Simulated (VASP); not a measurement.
Runs of VASP 6.6.1 on B4N3. The structure is that of space group P-6m2 (No. 187), or close to it. The cells are those of the table. 

```csv
task,spin,cell,k mesh,cutoff (eV),smearing,gap on the mesh (eV),pressure (GPa),largest force (eV/Å)
single point,off,"a = 3.255, b = 4.855, c = 4.855 Å, angles 120.0, 90.0, 90.0°, 7 atoms",6 × 6 × 6,520,gaussian 0.2 eV,none,-0.1,(b)
single point,off,"a = 4.875, b = 4.875, c = 3.189 Å, angles 90.0, 90.0, 120.0°, 7 atoms",4 × 4 × 5,520,gaussian 0.2 eV,none,(a),0.01
single point,off,"a = 4.855, b = 4.855, c = 3.255 Å, angles 90.0, 90.0, 120.0°, 7 atoms",6 × 6 × 10,520,gaussian 0.1 eV,none,0.1,0.01
single point,"collinear, ferromagnetic start","a = 4.875, b = 4.875, c = 3.189 Å, angles 90.0, 90.0, 120.0°, 7 atoms",6 × 6 × 6,520,gaussian 0.1 eV,none,-1.2,0.14
relaxation of cell and atoms,off,"relaxed from a = 4.900, b = 4.900, c = 3.100 Å, angles 90.0, 90.0, 120.0°, 7 atoms",4 × 4 × 5,600,gaussian 0.2 eV,none,0.7,0.04
```

Alike in all rows: level PBE; potentials or basis VASP PAW PBE potentials, release 64 (B, N).

Question: Fill in the values left out.

Answer: (a) 0.2; (b) 0.03.

Caveats: some runs use coarse meshes; this functional lacks dispersion, which binds the layers, so the pressure and a relaxed spacing across them are unreliable; the relaxation stopped at a loose force limit of 0.08 eV/Å, so its end isn't a converged minimum (some runs).

A gap of «none» marks levels without a gap at the run's occupations.
